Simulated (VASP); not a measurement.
# Ge (Imma) in VASP: notebook

Runs on Ge. Level: PBEsol. Tasks: single point.

Everything below comes from runs of VASP 6.6.1. Logs are shortened: lines on timing, memory, paths and dates and some standing lists are left out, and cuts for length are marked.

### 1 The cell of the first run

The structure is orthorhombic, space group Imma (No. 74). The conventional cell has a = 4.992 Å, b = 5.302 Å, c = 2.874 Å, α = 90.00°, β = 90.00°, γ = 90.00°. Ge (site symmetry mm2) has 8 Ge at 2.68 to 3.08 Å within 3.5 Å.

### 2 Single point, PBEsol

The input, INCAR:

```
SYSTEM = Ge
PREC = Accurate
ENCUT = 500
EDIFF = 1E-6
ISMEAR = -1
SIGMA = 0.15
LREAL = .FALSE.
LASPH = .TRUE.
NELM = 120
ALGO = Normal
ISIF = 2
LWAVE = .FALSE.
LCHARG = .FALSE.
GGA = PS
NBANDS = 21
GGA_COMPAT = .FALSE.
```

The input, KPOINTS:

```
Automatic mesh
0
G
  4 4 4
  0 0 0
```

The input, POSCAR:

```
Ge
1.0
   -2.4958980000      2.6508630000      1.4369470000
    2.4958980000     -2.6508630000      1.4369470000
    2.4958980000      2.6508630000     -1.4369470000
Ge
2
Direct
    0.6859430000      0.9359430000      0.7500000000
    0.3140570000      0.0640570000      0.2500000000
```

Potentials or basis: VASP PAW PBE potentials, release 64 (Ge_d).

Run with:

```
$ cat potpaw_PBE.64/Ge_d/POTCAR > POTCAR
$ mpirun -np 1 vasp_std > vasp.out
```

OUTCAR:

```text
SYSTEM = Ge
   PREC = Accurate
   ENCUT = 500
   EDIFF = 1E-6
   ISMEAR = -1
   LREAL = .FALSE.
   LASPH = .TRUE.
   NELM = 120
   ISIF = 2
   GGA = PS

 ion  position               nearest neighbor table
   1  0.686  0.936  0.750-   2 2.68   2 2.68   2 2.72   2 2.72
   2  0.314  0.064  0.250-   1 2.68   1 2.68   1 2.72   1 2.72

  LATTYP: Found a body centered orthorhombic cell.
 ALAT       =     2.8738940000
 B/A-ratio  =     1.7369450648
 C/A-ratio  =     1.8447882907

  Lattice vectors:

 A1 = (   2.4958980000,  -2.6508630000,   1.4369470000)
 A2 = (  -2.4958980000,  -2.6508630000,  -1.4369470000)
 A3 = (   2.4958980000,   2.6508630000,  -1.4369470000)

Analysis of symmetry for initial positions (statically):
=====================================================================
 Subroutine PRICEL returns:
 Original cell was already a primitive cell.

 Routine SETGRP: Setting up the symmetry group for a
 body centered orthorhombic supercell.

 Subroutine GETGRP returns: Found  8 space group operations
 (whereof  4 operations were pure point group operations)
 out of a pool of  8 trial point group operations.

The static configuration has the point symmetry C_2h.
 The point group associated with its full space group is D_2h.

Analysis of symmetry for dynamics (positions and initial velocities):
=====================================================================
 Subroutine PRICEL returns:
 Original cell was already a primitive cell.

 Routine SETGRP: Setting up the symmetry group for a
 body centered orthorhombic supercell.

 Subroutine GETGRP returns: Found  8 space group operations
 (whereof  4 operations were pure point group operations)
 out of a pool of  8 trial point group operations.

The dynamic configuration has the point symmetry C_2h.
 The point group associated with its full space group is D_2h.

 Subroutine INISYM returns: Found  8 space group operations
 (whereof  4 operations are pure point group operations),
 and found     1 'primitive' translations

----------------------------------------------------------------------------------------

                                     Primitive cell

  volume of cell :      38.0290

  direct lattice vectors                    reciprocal lattice vectors
    -2.495898000  2.650863000  1.436947000     0.000000000  0.188617820  0.347959946
     2.495898000 -2.650863000  1.436947000     0.200328699  0.000000000  0.347959946
     2.495898000  2.650863000 -1.436947000     0.200328699  0.188617820  0.000000000

  length of vectors
     3.914255760  3.914255760  3.914255760     0.395793893  0.401506801  0.275151358

  position of ions in fractional coordinates (direct lattice)
     0.685943000  0.935943000  0.750000000
     0.314057000  0.064057000  0.250000000

  ion indices of the primitive-cell ions
   primitive index   ion index
                 1           1
                 2           2

----------------------------------------------------------------------------------------

 KPOINTS: Automatic mesh

Automatic generation of k-mesh.
 Grid dimensions read from file:
 generate k-points for:    4    4    4

 Generating k-lattice:

  Cartesian coordinates                     Fractional coordinates (reciprocal lattice)
     0.000000000  0.047154455  0.086989986     0.250000000  0.000000000  0.000000000
     0.050082175  0.000000000  0.086989986     0.000000000  0.250000000  0.000000000
     0.050082175  0.047154455  0.000000000     0.000000000  0.000000000  0.250000000

  Length of vectors
     0.098948473  0.100376700  0.068787839

  Shift w.r.t. Gamma in fractional coordinates (k-lattice)
     0.000000000  0.000000000  0.000000000

 Subroutine IBZKPT returns following result:
 ===========================================

 Found     18 irreducible k-points:

 Following reciprocal coordinates:
            Coordinates               Weight
  0.000000  0.000000  0.000000      1.000000
  0.250000  0.000000 -0.000000      4.000000
  0.500000  0.000000 -0.000000      2.000000
  0.000000  0.250000 -0.000000      4.000000
  0.250000  0.250000 -0.000000      8.000000
  0.500000  0.250000 -0.000000      8.000000
[... 10 lines left out ...]
 -0.250000 -0.250000  0.250000      2.000000
  0.500000  0.500000  0.500000      1.000000
   k-points           NKPTS =     18   k-points in BZ     NKDIM =     18   number of bands    NBANDS=     21
   number of dos      NEDOS =    301   number of ions     NIONS =      2
   total plane-waves  NPLWV =  27000
   dimension x,y,z NGX =    30 NGY =   30 NGZ =   30
   dimension x,y,z NGXF=    60 NGYF=   60 NGZF=   60
   ions per type =               2
   NGX,Y,Z   is equivalent  to a cutoff of  12.74, 12.74, 12.74 a.u.
   NGXF,Y,Z  is equivalent  to a cutoff of  25.48, 25.48, 25.48 a.u.
 SYSTEM =  Ge
   PREC   = accura    normal or accurate (medium, high low for compatibility)
   ISTART =      0    job   : 0-new  1-cont  2-samecut
   ICHARG =      2    charge: 1-file 2-atom 10-const
   ISPIN  =      1    spin polarized calculation?
   LNONCOLLINEAR =      F non collinear calculations
   LSORBIT =      F    spin-orbit coupling
   LASPH  =      T    aspherical Exc in radial PAW
   ENCUT  =  500.0 eV  36.75 Ry    6.06 a.u.   7.14  7.14  7.14*2*pi/ulx,y,z
   NELM   =    120;   NELMIN=  2; NELMDL= -5     # of ELM steps
   EDIFF  = 0.1E-05   stopping-criterion for ELM
   LREAL  =      F    real-space projection
   EDIFFG = 0.1E-04   stopping-criterion for IOM
   NSW    =      0    number of steps for IOM
   IBRION =     -1    ionic relax: 0-MD 1-quasi-New 2-CG
   NFREE  =      0    steps in history (QN), initial steepest desc. (CG)
   ISIF   =      2    stress and relaxation
   ISYM   =      2    0-nonsym 1-usesym 2-fastsym
   POTIM  = 0.5000    time-step for ionic-motion
   TEBEG  =    0.0;   TEEND  =   0.0 temperature during run
   PSTRESS=    0.0 pullay stress
   NELECT =      28.0000    total number of electrons
   NUPDOWN=      -1.0000    fix difference up-down
   EMIN   =  10.00;   EMAX   =-10.00  energy-range for DOS
   EFERMI =   0.00;   METHOD = LEGACY
   ISMEAR =    -1;   SIGMA  =   0.15  broadening in eV -4-tet -1-fermi 0-gaus
   EFERMI_NEDOS =   21; number of points for ismear=-14 and -15
   IALGO  =     38    algorithm
   IMIX   =      4    mixing-type and parameters
     AMIX     =   0.40;   BMIX     =  1.00
     AMIX_MAG =   1.60;   BMIX_MAG =  1.00
  volume/ion in A,a.u.               =      19.01       128.32
  Fermi-wavevector in a.u.,A,eV,Ry     =   1.478277  2.793539 29.732860  2.185304
  Thomas-Fermi vector in A             =   2.592578
   LORBIT       =      0    0 simple, 1 ext, 2 COOP (PROOUT), +10 PAW based schemes
   GGA     = PS    functional components
   LHFCALC =     F    Hartree Fock is set to
   AEXX    =    0.0000 exact exchange contribution
   IVDW    =     0    specifies the selected vdW correction
   LEPSILON=     F    determine dielectric tensor
   LRPA    =     F    only Hartree local field effects (RPA)
 non-spin polarized calculation
  energy-cutoff  :      500.00
  volume of cell :       38.03
 maximum number of plane-waves:       984
 NGX is ok and might be reduce to    30
   NGX = 15   NGY = 15   NGZ = 15

 number of electron      28.0000014 magnetization

 Free energy of the ion-electron system (eV)
  ---------------------------------------------------
  ext. energy  EPLUGINS =         0.00000000
  ---------------------------------------------------
  free energy    TOTEN  =        -9.44552407 eV

  energy without entropy =       -9.37533547  energy(sigma->0) =       -9.41042977

 E-fermi :   6.5252     XC(G=0): -11.3455

 val. band max:        6.3937677993   @ k =   0.5000   0.2500  -0.0000
 cond. band min:       6.6913407249   @ k =   0.2500   0.2500  -0.0000
 fundamental gap:      0.2975729256
 Fermi energy:         6.5251556136

 k-point     1 :       0.0000    0.0000    0.0000
  band No.  band energies     occupation
      1     -18.3100      2.00000
      2     -18.2255      2.00000
      3     -18.2225      2.00000
      4     -18.2202      2.00000
      5     -18.1843      2.00000
      6     -18.1521      2.00000
[... 13 lines left out ...]
     20      17.1100      0.00000
     21      19.0417      0.00000

 k-point     2 :       0.2500    0.0000   -0.0000
  band No.  band energies     occupation
      1     -18.2687      2.00000
      2     -18.2005      2.00000
      3     -18.1906      2.00000
      4     -18.1826      2.00000
      5     -18.1563      2.00000
      6     -18.1540      2.00000
[... 13 lines left out ...]
     20      14.5806      0.00000
     21      18.8653      0.00000

 k-point     3 :       0.5000    0.0000   -0.0000
  band No.  band energies     occupation
      1     -18.2114      2.00000
      2     -18.1880      2.00000
      3     -18.1836      2.00000
      4     -18.1831      2.00000
      5     -18.1645      2.00000
      6     -18.1504      2.00000
[... 13 lines left out ...]
     20      17.2711      0.00000
     21      18.6048      0.00000

 k-point     4 :       0.0000    0.2500   -0.0000
  band No.  band energies     occupation
      1     -18.2877      2.00000
      2     -18.2092      2.00000
      3     -18.2066      2.00000
      4     -18.1927      2.00000
      5     -18.1724      2.00000
      6     -18.1273      2.00000
[... 13 lines left out ...]
     20      15.5529      0.00000
     21      15.6708      0.00000

 k-point     5 :       0.2500    0.2500   -0.0000
  band No.  band energies     occupation
      1     -18.2605      2.00000
      2     -18.2143      2.00000
      3     -18.2051      2.00000
      4     -18.1748      2.00000
      5     -18.1503      2.00000
      6     -18.1448      2.00000
[... 13 lines left out ...]
     20      17.4744      0.00000
     21      17.9563      0.00000

 k-point     6 :       0.5000    0.2500   -0.0000
  band No.  band energies     occupation
      1     -18.2309      2.00000
      2     -18.2012      2.00000
      3     -18.1853      2.00000
      4     -18.1817      2.00000
      5     -18.1589      2.00000
      6     -18.1270      2.00000
[... 13 lines left out ...]
     20      17.2970      0.00000
     21      18.5884      0.00000

 k-point     7 :      -0.2500    0.2500   -0.0000
  band No.  band energies     occupation
      1     -18.2746      2.00000
      2     -18.2347      2.00000
      3     -18.2266      2.00000
      4     -18.1990      2.00000
      5     -18.1635      2.00000
      6     -18.1384      2.00000
[... 13 lines left out ...]
     20      17.7145      0.00000
     21      17.9316      0.00000
[... 147 lines left out ...]
      1     -18.2487      2.00000
      2     -18.2112      2.00000
      3     -18.2032      2.00000
      4     -18.1803      2.00000
      5     -18.1471      2.00000
      6     -18.1210      2.00000
[... 13 lines left out ...]
     20      19.6884      0.00000
     21      21.5085      0.00000

 k-point    15 :       0.2500   -0.2500    0.2500
  band No.  band energies     occupation
      1     -18.2433      2.00000
      2     -18.2238      2.00000
      3     -18.2165      2.00000
      4     -18.1833      2.00000
      5     -18.1721      2.00000
      6     -18.1296      2.00000
[... 13 lines left out ...]
     20      17.5447      0.00000
     21      20.5546      0.00000

 k-point    16 :       0.5000   -0.2500    0.2500
  band No.  band energies     occupation
      1     -18.2245      2.00000
      2     -18.1902      2.00000
      3     -18.1869      2.00000
      4     -18.1529      2.00000
      5     -18.1484      2.00000
      6     -18.1386      2.00000
[... 13 lines left out ...]
     20      19.5300      0.00000
     21      20.6213      0.00000

 k-point    17 :      -0.2500   -0.2500    0.2500
  band No.  band energies     occupation
      1     -18.2566      2.00000
      2     -18.2042      2.00000
      3     -18.1886      2.00000
      4     -18.1784      2.00000
      5     -18.1774      2.00000
      6     -18.1375      2.00000
[... 13 lines left out ...]
     20      17.5100      0.00000
     21      21.4505      0.00000

 k-point    18 :       0.5000    0.5000    0.5000
  band No.  band energies     occupation
      1     -18.2789      2.00000
      2     -18.2122      2.00000
      3     -18.1757      2.00000
      4     -18.1717      2.00000
      5     -18.1385      2.00000
      6     -18.1334      2.00000
[... 13 lines left out ...]
     20      22.6628      0.00000
     21      22.9502      0.00000

------------------------ aborting loop because EDIFF is reached ----------------------------------------

  FORCE on cell =-STRESS in cart. coord.  units (eV):
  Direction    XX          YY          ZZ          XY          YZ          ZX
  --------------------------------------------------------------------------------------
  -------------------------------------------------------------------------------------
  Total       -0.6327093     -1.4348615      0.1002270      0.0000000     -0.0000000      0.0000000
  in kB      -26.6563049    -60.4513076      4.2226056      0.0000000     -0.0000000      0.0000000
  external PRESSURE =     -27.6283356 kB  Pullay stress =       0.0000000 kB

 VOLUME and BASIS-vectors are now :
 -----------------------------------------------------------------------------
  energy-cutoff  :      500.00
  volume of cell :       38.03
      direct lattice vectors                 reciprocal lattice vectors
    -2.495898000  2.650863000  1.436947000     0.000000000  0.188617820  0.347959946
     2.495898000 -2.650863000  1.436947000     0.200328699  0.000000000  0.347959946
     2.495898000  2.650863000 -1.436947000     0.200328699  0.188617820  0.000000000

 POSITION                                       TOTAL-FORCE (eV/Angst)
 -----------------------------------------------------------------------------------
      2.49590      1.32543      1.25285         0.000000      0.000000     -0.133701
      0.00000      1.32543      0.18409        -0.000000     -0.000000      0.133701
 -----------------------------------------------------------------------------------
    total drift:                               -0.000000     -0.000000      0.000000

  FREE ENERGIE OF THE ION-ELECTRON SYSTEM (eV)
  ---------------------------------------------------
  free  energy   TOTEN  =        -9.4455240665 eV

  energy  without entropy=       -9.3753354734  energy(sigma->0) =       -9.41042977
```

It used 10 s of CPU time on 1 thread of AMD EPYC 7R13 Processor (Zen 3) (shared host).

What came out:

| Quantity | Value |
| --- | --- |
| Free energy | -9.4455 eV |
| Pressure | -2.8 GPa |
| Largest force | 0.134 eV/Å |
| Band gap on the k mesh | zero (bands 14 and 15 overlap by 2.46 eV) |

Forces on the atoms (eV/Å):
```
Ge   0.000  0.000 -0.134
Ge   0.000  0.000  0.134
```

Stress tensor (GPa, compression positive):
```
-2.67  0.00  0.00
 0.00 -6.05  0.00
 0.00  0.00  0.42
```

Caveat: the k points lie up to 0.62 Å⁻¹ apart, too coarse for converged energies and pressures of a metal; the PAW data sets were made with another functional, which shifts forces and pressure a little.

### 3 Single point, PBEsol

The input, INCAR:

```
  PREC = Accurate
  ENCUT = 500
  EDIFF = 1E-6
  ISMEAR = -1
  SIGMA = 0.15
  LREAL = False
  LASPH = True
  NELM = 120
  ALGO = Normal
  ISIF = 2
  LWAVE = False
  LCHARG = True
  GGA = PS
  LELF = True
  LVHAR = True
  NBANDS = 21
  GGA_COMPAT = False
```

The input, KPOINTS:

```
regular mesh
0
Gamma
  5 5 5
```

POSCAR is that of step 2.

Potentials or basis: VASP PAW PBE potentials, release 64 (Ge_d).

Run with:

```
$ cat potpaw_PBE.64/Ge_d/POTCAR > POTCAR
$ mpirun -np 1 vasp_std > vasp.out
```

OUTCAR:

```text
PREC = Accurate
   ENCUT = 500
   EDIFF = 1E-6
   ISMEAR = -1
   LREAL = False
   LASPH = True
   NELM = 120
   ISIF = 2
   GGA = PS

 ion  position               nearest neighbor table
   1  0.686  0.936  0.750-   2 2.68   2 2.68   2 2.72   2 2.72
   2  0.314  0.064  0.250-   1 2.68   1 2.68   1 2.72   1 2.72

  LATTYP: Found a body centered orthorhombic cell.
 ALAT       =     2.8738940000
 B/A-ratio  =     1.7369450648
 C/A-ratio  =     1.8447882907

  Lattice vectors:

[... 764 lines left out ...]

------------------------ aborting loop because EDIFF is reached ----------------------------------------

  FORCE on cell =-STRESS in cart. coord.  units (eV):
  Direction    XX          YY          ZZ          XY          YZ          ZX
  --------------------------------------------------------------------------------------
  -------------------------------------------------------------------------------------
  Total        0.1790369     -0.3390956     -1.1095910      0.0000000      0.0000000      0.0000000
  in kB        7.5428988    -14.2862364    -46.7475275      0.0000000      0.0000000      0.0000000
  external PRESSURE =     -17.8302884 kB  Pullay stress =       0.0000000 kB

 VOLUME and BASIS-vectors are now :
 -----------------------------------------------------------------------------
  energy-cutoff  :      500.00
  volume of cell :       38.03
      direct lattice vectors                 reciprocal lattice vectors
    -2.495898000  2.650863000  1.436947000     0.000000000  0.188617820  0.347959946
     2.495898000 -2.650863000  1.436947000     0.200328699  0.000000000  0.347959946
     2.495898000  2.650863000 -1.436947000     0.200328699  0.188617820  0.000000000

 POSITION                                       TOTAL-FORCE (eV/Angst)
 -----------------------------------------------------------------------------------
      2.49590      1.32543      1.25285        -0.000000      0.000000     -0.084127
      0.00000      1.32543      0.18409         0.000000     -0.000000      0.084127
 -----------------------------------------------------------------------------------
    total drift:                               -0.000000     -0.000000      0.000000

  FREE ENERGIE OF THE ION-ELECTRON SYSTEM (eV)
  ---------------------------------------------------
  free  energy   TOTEN  =        -9.5094966181 eV

  energy  without entropy=       -9.4327513481  energy(sigma->0) =       -9.47112398
```

It took 24 s on 1 thread of AMD EPYC 7R13 (Zen 3), shared host; peak memory 0.14 GiB.

What came out:

```yaml
Free_energy: -9.5095 eV
Pressure: -1.8 GPa
Largest_force: 0.084 eV/Å
Band_gap_on_the_k_mesh: zero (bands 14 and 15 overlap by 4.27 eV)
```

Forces in eV/Å, atoms in the order of the input:
```
Ge   0.000  0.000 -0.084
Ge   0.000  0.000  0.084
```

Caveat: the k points lie up to 0.50 Å⁻¹ apart, too coarse for converged energies and pressures of a metal; the PAW data sets were made with another functional, which shifts forces and pressure a little.

### 4 Single point, PBEsol

The input, INCAR:

```
ALGO     = Normal         # electronic algorithm
EDIFF    = 1E-6           # SCF threshold, eV
ENCUT    = 500            # plane-wave cutoff, eV
GGA      = PS             # functional
GGA_COMPAT= False        
ISIF     = 2              # what is computed and relaxed
ISMEAR   = -1             # smearing method
LASPH    = True           # aspherical terms in the spheres
LCHARG   = False          # write CHGCAR
LREAL    = False          # projectors in reciprocal space
LWAVE    = False          # write WAVECAR
NBANDS   = 21             # bands
NELM     = 120            # most SCF steps
PREC     = Accurate       # precision mode
SIGMA    = 0.15           # smearing width, eV
```

The input, KPOINTS:

```
k-points
0
Gamma
  6 6 6
```

POSCAR is that of step 3.

Run with:

```
$ cat potpaw_PBE.64/Ge_d/POTCAR > POTCAR
$ mpirun -np 1 vasp_std > vasp.out
```

Wall time 29 s (1 thread of AMD EPYC 7R13 (Zen 3), shared host); peak memory 0.15 GiB.

The run converged. Its results:

```
Free energy            : -9.5446 eV
Pressure               : -2.1 GPa
Largest force          : 0.043 eV/Å
Band gap on the k mesh : zero (bands 14 and 15 overlap by 5.07 eV)
```

Forces on the atoms (eV/Å):
```
Ge   0.000  0.000 -0.043
Ge   0.000  0.000  0.043
```

Stress tensor (GPa, compression positive):
```
-2.67  0.00  0.00
 0.00  1.25  0.00
 0.00  0.00 -4.81
```

Levels at points of the mesh, in eV from the Fermi level:
```csv
k point,band 12,band 13,band 14,band 15,band 16,band 17
"(0.00, 0.00, 0.00)",-3.95,-2.48,-2.03,3.30,6.82,7.04
"(0.50, 0.00, 0.00)",-7.10,-2.08,-1.68,-0.90,1.36,3.06
"(0.00, 0.50, 0.00)",-6.04,-3.58,-2.38,-1.91,2.98,3.88
"(0.50, 0.50, 0.00)",-10.49,0.53,0.53,2.14,2.14,6.62
"(0.50, 0.50, 0.50)",-8.34,-5.98,-5.73,4.26,6.73,10.58
```

Caveat: the k points lie up to 0.41 Å⁻¹ apart, too coarse for converged energies and pressures of a metal; the PAW data sets were made with another functional, which shifts forces and pressure a little.

(Continued in part 2 of 2.)
